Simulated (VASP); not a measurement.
# Al (Im-3m) in VASP: notebook, part 2 of 2

VASP 6.6.1.

## Step 3: Single point, PBEsol

This run uses another cell than the first one, of 17.39 Å³/atom, 1.079 times its volume.

The input, INCAR:

```
SYSTEM = Al
PREC = Accurate
ENCUT = 520
EDIFF = 1E-7
ISMEAR = -1
SIGMA = 0.05
LREAL = .FALSE.
LASPH = .TRUE.
NELM = 80
ALGO = Normal
ISIF = 2
LWAVE = .FALSE.
LCHARG = .TRUE.
GGA = PS
LELF = .TRUE.
LVHAR = .TRUE.
NBANDS = 8
```

The input, KPOINTS:

```
regular mesh
0
G
  8 8 8
  0 0 0
```

The input, POSCAR:

```
Al
1.0
   -1.6320517841      1.6320517841      1.6320517841
    1.6320517841     -1.6320517841      1.6320517841
    1.6320517841      1.6320517841     -1.6320517841
Al
1
Direct
    0.0000000000      0.0000000000      0.0000000000
```

Potentials or basis: VASP PAW PBE potentials, release 64 (Al).

The run is started by

```console
> cat potpaw_PBE.64/Al/POTCAR > POTCAR
> mpirun -np 1 vasp_std > vasp.out
```

Wall time 4.9 s (1 thread of Intel Xeon 8259CL, shared host); peak memory 0.13 GiB.

The run converged. Its results:

```
Free energy : -3.9526 eV
Pressure    : -2.6 GPa
```

Levels at points of the mesh, in eV from the Fermi level:
```
           k point  band 1  band 2  band 3  band 4
(0.00, 0.00, 0.00)  -10.86   12.84   12.84   12.84
(0.50, 0.00, 0.00)   -4.21   -3.89    7.68    8.05
(0.50, 0.50, 0.50)    1.69    1.69    1.69    2.96
```

Caveat: the PAW data sets were made with another functional, which shifts forces and pressure a little.

## Step 4: Single point, PBEsol

This run uses another cell than the first one, of 16.67 Å³/atom, 1.034 times its volume.

The input, INCAR:

```
PREC = Accurate
ENCUT = 520
EDIFF = 1E-6
ISMEAR = -1
SIGMA = 0.05
LREAL = F
LASPH = T
NELM = 80
ALGO = Normal
ISIF = 2
LWAVE = F
LCHARG = T
GGA = PS
LELF = T
LVHAR = T
NBANDS = 8
```

The input, KPOINTS:

```
regular mesh
0
Gamma
  8 8 8
```

The input, POSCAR:

```
Al
1.0
   -1.6092573370      1.6092573370      1.6092573370
    1.6092573370     -1.6092573370      1.6092573370
    1.6092573370      1.6092573370     -1.6092573370
Al
1
Direct
    0.0000000000      0.0000000000      0.0000000000
```

Potentials or basis: VASP PAW PBE potentials, release 64 (Al).

The run is started by

```console
> cat potpaw_PBE.64/Al/POTCAR > POTCAR
> mpirun -np 1 vasp_std > vasp.out
```

OUTCAR:

```text
PREC = Accurate
   ENCUT = 520
   EDIFF = 1E-6
   ISMEAR = -1
   LREAL = F
   LASPH = T
   NELM = 80
   ISIF = 2
   GGA = PS

 ion  position               nearest neighbor table
   1  0.000  0.000  0.000-

  LATTYP: Found a body centered cubic cell.
 ALAT       =     3.2185146740

  Lattice vectors:

 A1 = (  -1.6092573370,   1.6092573370,   1.6092573370)
 A2 = (   1.6092573370,  -1.6092573370,   1.6092573370)
 A3 = (   1.6092573370,   1.6092573370,  -1.6092573370)

Analysis of symmetry for initial positions (statically):
=====================================================================
 Subroutine PRICEL returns:
 Original cell was already a primitive cell.

 Routine SETGRP: Setting up the symmetry group for a
 body centered cubic supercell.

 Subroutine GETGRP returns: Found 48 space group operations
 (whereof 48 operations were pure point group operations)
 out of a pool of 48 trial point group operations.

The static configuration has the point symmetry O_h .

Analysis of symmetry for dynamics (positions and initial velocities):
=====================================================================
 Subroutine PRICEL returns:
[... 159 lines left out ...]
 fundamental gap:      0.0873096648
 Fermi energy:         7.9655939560

 k-point     1 :       0.0000    0.0000    0.0000
  band No.  band energies     occupation
      1      -3.2108      2.00000
      2      21.0251      0.00000
      3      21.0251      0.00000
      4      21.0251      0.00000
      5      22.3747      0.00000
      6      22.3747      0.00000
      7      22.3747      0.00000
      8      24.0505      0.00000
[... 243 lines left out ...]
 k-point    24 :      -0.3750    0.3750    0.2500
  band No.  band energies     occupation
      1       2.4819      2.00000
      2       9.1870      0.00000
      3      11.6518      0.00000
      4      13.7370      0.00000
      5      16.3014      0.00000
      6      22.2041      0.00000
      7      24.2631      0.00000
      8      27.2233      0.00000

 [... further k-points ...]

------------------------ aborting loop because EDIFF is reached ----------------------------------------

  FORCE on cell =-STRESS in cart. coord.  units (eV):
  Direction    XX          YY          ZZ          XY          YZ          ZX
  --------------------------------------------------------------------------------------
  -------------------------------------------------------------------------------------
  Total        0.0063294      0.0063294      0.0063294     -0.0000000     -0.0000000      0.0000000
  in kB        0.6083254      0.6083254      0.6083254     -0.0000000     -0.0000000      0.0000000
  external PRESSURE =       0.6083254 kB  Pullay stress =       0.0000000 kB

 VOLUME and BASIS-vectors are now :
 -----------------------------------------------------------------------------
  energy-cutoff  :      520.00
  volume of cell :       16.67
      direct lattice vectors                 reciprocal lattice vectors
    -1.609257337  1.609257337  1.609257337     0.000000000  0.310702327  0.310702327
     1.609257337 -1.609257337  1.609257337     0.310702327  0.000000000  0.310702327
     1.609257337  1.609257337 -1.609257337     0.310702327  0.310702327  0.000000000

 POSITION                                       TOTAL-FORCE (eV/Angst)
 -----------------------------------------------------------------------------------
      0.00000      0.00000      0.00000         0.000000      0.000000      0.000000
 -----------------------------------------------------------------------------------
    total drift:                                0.000000      0.000000      0.000000

  FREE ENERGIE OF THE ION-ELECTRON SYSTEM (eV)
  ---------------------------------------------------
  free  energy   TOTEN  =        -3.9585902179 eV

  energy  without entropy=       -3.9518124732  energy(sigma->0) =       -3.95520135
```

It took 5.9 s on 1 thread of Intel Xeon 8259CL, shared host; peak memory 0.12 GiB.

What came out:

* Free energy: -3.9586 eV
* Pressure: 0.1 GPa

Caveat: the PAW data sets were made with another functional, which shifts forces and pressure a little.

## Step 5: Overview

```csv
cell,gap on the mesh (eV),pressure (GPa)
"a = 2.756 Å, angles 109.5°, 1 atom",none,2.6
"a = 2.827 Å, angles 109.5°, 1 atom",none,-2.6
"a = 2.787 Å, angles 109.5°, 1 atom",none,0.1
```

Alike in all rows: task single point; level PBEsol; potentials or basis VASP PAW PBE potentials, release 64 (Al); no spin polarisation; k mesh 8 × 8 × 8; cutoff (eV) 520; smearing fermi-dirac 0.05 eV.

Caveats: the PAW data sets were made with another functional, which shifts forces and pressure a little.

Total energies depend on the potentials used, so only differences within one code and one set of settings carry meaning.
